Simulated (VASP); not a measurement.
Write the native input for VASP 6.6.1 that does the following.

- Task: relaxation of cell and atoms
- Functional: PBE
- Potentials or basis: VASP PAW PBE potentials, release 64 (Ru_pv, C)
- Cutoff: 600 eV
- k mesh: 6 × 6 × 6
- Occupations: gaussian, width 0.1 eV
- Spin: no spin polarisation
- Dipole correction: no
- Further INCAR settings: ALGO = Normal; EDIFF = 1e-07; IBRION = 2; EDIFFG = -0.04; NSW = 90; ISIF = 3

The structure of RuC4 lies in POSCAR:

```
RuC4
1.0
   -2.8820279200      2.8820279200      1.7441171700
    2.8820279200     -2.8820279200      1.7441171700
    2.8820279200      2.8820279200     -1.7441171700
Ru C
1 4
Direct
    0.0000000000      0.0000000000      0.0000000000
    0.7928614200      0.6048670600      0.3977284700
    0.2071385800      0.3951329400      0.6022715300
    0.3951329400      0.7928614200      0.1879943600
    0.6048670600      0.2071385800      0.8120056400
```

These files were run (other wordings do the same):

INCAR

```
  PREC = Accurate
  ENCUT = 600
  EDIFF = 1E-7
  ISMEAR = 0
  SIGMA = 0.1
  LREAL = F
  LASPH = T
  NELM = 100
  ALGO = Normal
  ISIF = 3
  LWAVE = F
  LCHARG = F
  GGA = PE
  IBRION = 2
  NSW = 90
  EDIFFG = -0.04
```

KPOINTS

```
regular mesh
0
Gamma
  6 6 6
```

Potentials or basis: VASP PAW PBE potentials, release 64 (Ru_pv, C).

Run with:

```bash
$ cat potpaw_PBE.64/Ru_pv/POTCAR potpaw_PBE.64/C/POTCAR > POTCAR
$ mpirun -np 1 vasp_std > vasp.out
```

It gave:

```yaml
Relaxed_volume: 11.77 Å³/atom
Relaxed_cell: a = 5.035 Å, b = 5.035 Å, c = 5.035 Å, α = 93.45°, β = 93.45°, γ = 151.59°
Space_group_after_relaxing_to_0.05_Å: I4/mmm (No. 139)
Energy_gained_by_relaxing: 2630.5 meV/atom
Ionic_steps: 34
Pressure_after_relaxing: 0.0 GPa
Largest_force_after_relaxing: 0.025 eV/Å
Band_gap_on_the_k_mesh: zero (band 15 reaches 5.33 eV, above the bottom of band 16 at 3.16 eV)
```

Wall time 10 min on 1 thread of Intel(R) Xeon(R) 6975P-C (Granite Rapids) (shared host), peak memory 0.24 GiB.
